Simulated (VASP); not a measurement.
Input of a VASP 6.6.1 run:

File INCAR:

```
SYSTEM = Ga
PREC = Accurate
ENCUT = 520
EDIFF = 1E-6
ISMEAR = -1
SIGMA = 0.06122561905347299
LREAL = .FALSE.
LASPH = .TRUE.
NELM = 60
ALGO = Normal
ISIF = 2
LWAVE = .FALSE.
LCHARG = .FALSE.
GGA = PE
NBANDS = 12
```

File KPOINTS:

```
Automatic mesh
0
G
  14 14 14
  0 0 0
```

POSCAR

```
Ga
1.0
    2.7019243985      0.0000000000      0.0000000000
    0.0000000000      2.7019243985      0.0000000000
    0.0000000000      0.0000000000      2.7019243985
Ga
1
Direct
    0.0000000000      0.0000000000      0.0000000000
```

Potentials or basis: VASP PAW PBE potentials, release 64 (Ga_d).

Launch:

```sh
$ cat potpaw_PBE.64/Ga_d/POTCAR > POTCAR
$ mpirun -np 1 vasp_std > vasp.out
```

Q: What does it give for the pressure?

A: 1.0 GPa.
